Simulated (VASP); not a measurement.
Runs of VASP 6.6.1 on Si. The structure is that of space group I4_1/amd (No. 141), or close to it. The cells are those of the table. 

| cell | gap on the mesh (eV) | pressure (GPa) |
| --- | --- | --- |
| a = 3.576 Å, angles 98.4, 98.4, 135.0°, 2 atoms | none | 3.5 |
| a = 3.600 Å, angles 97.6, 97.6, 137.3°, 2 atoms | none | 4.0 |
| a = 3.561 Å, angles 98.0, 98.0, 136.2°, 2 atoms | none | (a) |
| a = 3.529 Å, angles 98.7, 98.7, 134.3°, 2 atoms | none | 8.2 |
| a = 3.615 Å, angles 98.0, 98.0, 136.2°, 2 atoms | none | 0.8 |
| a = 3.640 Å, angles 97.2, 97.2, 138.5°, 2 atoms | none | (b) |
| a = 3.522 Å, angles 98.4, 98.4, 134.9°, 2 atoms | none | 9.8 |
| a = 3.593 Å, angles 97.4, 97.4, 137.9°, 2 atoms | none | 5.9 |

Alike in all rows: task single point; level r2SCAN; potentials or basis VASP PAW PBE potentials, release 64 (Si); no spin polarisation; k mesh 20 × 20 × 20; cutoff (eV) 520; smearing gaussian 0.15 eV.

Q: Fill in the values left out.

A: (a) 6.6; (b) 2.0.

Caveats: the PAW data sets were made with another functional, which shifts forces and pressure a little; the cell stands under pressure (at least some runs); the stress differs along the axes, from -0 to 5 GPa (at least some runs); the stress differs along the axes, from 3 to 11 GPa (at least some runs); the stress differs along the axes, from 5 to 12 GPa (at least some runs).

A gap of «none» marks levels without a gap at the run's occupations.
